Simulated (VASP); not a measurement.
# NaI (Pm-3m) in VASP: further runs, part 2 of 2

VASP 6.6.1.

## 6. Single point, HF

This run uses another cell than the first one, of 32.98 Å³/atom.

POSCAR reads:

```
NaI
1.0
    4.0405366006      0.0000000000      0.0000000000
    0.0000000000      4.0405366006      0.0000000000
    0.0000000000      0.0000000000      4.0405366006
Na I
1 1
Direct
    0.0000000000      0.0000000000      0.0000000000
    0.5000000000      0.5000000000      0.5000000000
```

INCAR.step1 reads:

```
ALGO     = Normal         # electronic algorithm
EDIFF    = 1E-5           # SCF threshold, eV
ENCUT    = 520            # plane-wave cutoff, eV
GGA      = PE             # functional
ISIF     = 2              # what is computed and relaxed
ISMEAR   = 0              # smearing method
LASPH    = True           # aspherical terms in the spheres
LREAL    = False          # projectors in reciprocal space
LWAVE    = True           # write WAVECAR
NBANDS   = 14             # bands
NELM     = 60             # most SCF steps
PREC     = Accurate       # precision mode
SIGMA    = 0.01           # smearing width, eV
```

INCAR.step2 reads:

```
AEXX     = 1.0            # exact-exchange fraction
AGGAC    = 0.0          
ALDAC    = 0.0          
ALGO     = Normal         # electronic algorithm
EDIFF    = 1E-6           # SCF threshold, eV
ENCUT    = 520            # plane-wave cutoff, eV
GGA      = PE             # functional
ISIF     = 2              # what is computed and relaxed
ISMEAR   = 0              # smearing method
ISTART   = 1            
LASPH    = True           # aspherical terms in the spheres
LCHARG   = True           # write CHGCAR
LELF     = True           # ELF
LHFCALC  = True           # exact exchange
LREAL    = False          # projectors in reciprocal space
LVHAR    = True         
LWAVE    = False          # write WAVECAR
NBANDS   = 14             # bands
NELM     = 60             # most SCF steps
PREC     = Accurate       # precision mode
PRECFOCK = Normal       
SIGMA    = 0.01           # smearing width, eV
```

KPOINTS reads:

```
k-points
0
Gamma
  4 4 4
```

Potentials or basis: VASP PAW PBE potentials, release 64 (Na_pv, I).

On the command line:

```sh
$ cat potpaw_PBE.64/Na_pv/POTCAR potpaw_PBE.64/I/POTCAR > POTCAR
$ cp INCAR.step1 INCAR
$ mpirun -np 1 vasp_std > vasp.out
$ cp INCAR.step2 INCAR
$ mpirun -np 1 vasp_std > vasp.out
```

OUTCAR:

```text
AEXX = 1.0
   EDIFF = 1E-6
   ENCUT = 520
   GGA = PE
   ISIF = 2
   ISMEAR = 0
   ISTART = 1
   LASPH = True
   LHFCALC = True
   LREAL = False
   NELM = 60
   PREC = Accurate
   PRECFOCK = Normal

 ion  position               nearest neighbor table
   1  0.000  0.000  0.000-
   2  0.500  0.500  0.500-

  LATTYP: Found a simple cubic cell.
 ALAT       =     4.0405366006

  Lattice vectors:

 A1 = (   4.0405366006,   0.0000000000,   0.0000000000)
 A2 = (   0.0000000000,   4.0405366006,   0.0000000000)
 A3 = (   0.0000000000,   0.0000000000,   4.0405366006)

Analysis of symmetry for initial positions (statically):
=====================================================================
 Subroutine PRICEL returns:
 Original cell was already a primitive cell.

 Routine SETGRP: Setting up the symmetry group for a
 simple cubic supercell.

 Subroutine GETGRP returns: Found 48 space group operations
 (whereof 48 operations were pure point group operations)
[... 166 lines left out ...]
      1     -34.5783      2.00000
      2     -34.5783      2.00000
      3     -34.5783      2.00000
      4     -16.8250      2.00000
      5      -1.8933      2.00000
      6      -1.8933      2.00000
      7      -1.8933      2.00000
      8       8.2430      0.00000
      9      11.4973      0.00000
     10      11.4973      0.00000
     11      18.4030      0.00000
     12      18.4030      0.00000
     13      18.4030      0.00000
     14      19.0436      0.00000
[... 139 lines left out ...]
      1     -34.5817      2.00000
      2     -34.5817      2.00000
      3     -34.5817      2.00000
      4     -15.4937      2.00000
      5      -3.8255      2.00000
      6      -3.8255      2.00000
      7      -3.8255      2.00000
      8       9.9147      0.00000
      9       9.9147      0.00000
     10       9.9147      0.00000
     11      13.3058      0.00000
     12      21.2379      0.00000
     13      21.2379      0.00000
     14      21.2379      0.00000

------------------------ aborting loop because EDIFF is reached ----------------------------------------

  FORCE on cell =-STRESS in cart. coord.  units (eV):
  Direction    XX          YY          ZZ          XY          YZ          ZX
  --------------------------------------------------------------------------------------
  -------------------------------------------------------------------------------------
  Total        0.8947399      0.8947399      0.8947399      0.0000000     -0.0000000      0.0000000
  in kB       21.7315272     21.7315272     21.7315272      0.0000000     -0.0000000      0.0000000
  external PRESSURE =      21.7315272 kB  Pullay stress =       0.0000000 kB

 VOLUME and BASIS-vectors are now :
 -----------------------------------------------------------------------------
  energy-cutoff  :      520.00
  volume of cell :       65.97
      direct lattice vectors                 reciprocal lattice vectors
     4.040536601  0.000000000  0.000000000     0.247491880  0.000000000  0.000000000
     0.000000000  4.040536601  0.000000000     0.000000000  0.247491880  0.000000000
     0.000000000  0.000000000  4.040536601     0.000000000  0.000000000  0.247491880

 POSITION                                       TOTAL-FORCE (eV/Angst)
 -----------------------------------------------------------------------------------
      0.00000      0.00000      0.00000         0.000000      0.000000      0.000000
      2.02027      2.02027      2.02027         0.000000      0.000000      0.000000
 -----------------------------------------------------------------------------------
    total drift:                                0.000000      0.000000      0.000000

  FREE ENERGIE OF THE ION-ELECTRON SYSTEM (eV)
  ---------------------------------------------------
  free  energy   TOTEN  =        -9.9018480347 eV

  energy  without entropy=       -9.9018480347  energy(sigma->0) =       -9.90184803
```

OSZICAR.step1:

```text
N       E                     dE             d eps       ncg     rms          rms(c)
DAV:   1     0.762441911354E+02    0.76244E+02   -0.65348E+03   280   0.912E+02
DAV:   2     0.279324875407E+00   -0.75965E+02   -0.70032E+02   300   0.210E+02
DAV:   3    -0.505891510932E+01   -0.53382E+01   -0.53084E+01   382   0.550E+01
DAV:   4    -0.518110660513E+01   -0.12219E+00   -0.12216E+00   364   0.877E+00
DAV:   5    -0.518405747058E+01   -0.29509E-02   -0.29508E-02   354   0.131E+00    0.191E+00
DAV:   6    -0.507732280586E+01    0.10673E+00   -0.94083E-02   344   0.182E+00    0.127E+00
DAV:   7    -0.504906852547E+01    0.28254E-01   -0.93375E-02   354   0.162E+00    0.649E-01
DAV:   8    -0.504962644738E+01   -0.55792E-03   -0.66225E-03   292   0.658E-01    0.129E-01
DAV:   9    -0.504955472574E+01    0.71722E-04   -0.19126E-04   346   0.137E-01    0.411E-02
DAV:  10    -0.504957840139E+01   -0.23676E-04   -0.63138E-05   298   0.747E-02    0.110E-02
DAV:  11    -0.504957825551E+01    0.14588E-06   -0.89014E-06   328   0.299E-02
   1 F= -.50495783E+01 E0= -.50495783E+01  d E =-.336305E-16
```

It took 5.8 min on 1 thread of Oxide Virtual Turin-like, shared host; peak memory 0.15 GiB.

What came out:

```
Free energy            : -9.9018 eV
Pressure               : 2.2 GPa
Band gap on the k mesh : 9.26 eV (least direct gap 9.50 eV)
```

Caveat: the structure was generated, so it needn't be the stable form of NaI; the PAW data sets were made with another functional, which shifts forces and pressure a little; spin-orbit coupling is left out, which moves the levels of the heavy elements. A k mesh can miss the band edges.

## 7. The runs side by side

```tsv
task	level	spin	cell	k mesh	cutoff (eV)	smearing	grid for exact exchange (PRECFOCK)	share of exact exchange	screening parameter	gap on the mesh (eV)	pressure (GPa)
relaxation of cell and atoms	r2SCAN	off	relaxed from a = 4.062 Å, 2 atoms	6 × 6 × 6	600	fermi-dirac 0.02 eV	-	-	-	3.08	0.0
single point	PBE	non-collinear, zero start, SOC	a = 4.041 Å, 2 atoms	6 × 6 × 6	520	gaussian 0.01 eV	-	-	-	-	0.3
single point	HSE06	off	a = 4.041 Å, 2 atoms	4 × 4 × 4	520	gaussian 0.01 eV	Normal	0.25	0.2079 1/Å	3.22	0.2
single point	PBE0	off	a = 4.041 Å, 2 atoms	4 × 4 × 4	520	gaussian 0.01 eV	Normal	0.25	-	3.92	0.1
single point	HF	off	a = 4.041 Å, 2 atoms	4 × 4 × 4	520	gaussian 0.01 eV	Normal	1	-	9.26	2.2
```

Alike in all rows: potentials or basis VASP PAW PBE potentials, release 64 (Na_pv, I).

Caveats: the structure was generated, so it needn't be the stable form of NaI; the PAW data sets were made with another functional, which shifts forces and pressure a little (at least some runs); spin-orbit coupling is left out, which moves the levels of the heavy elements (at least some runs).

Total energies depend on the potentials used, so only differences within one code and one set of settings carry meaning.
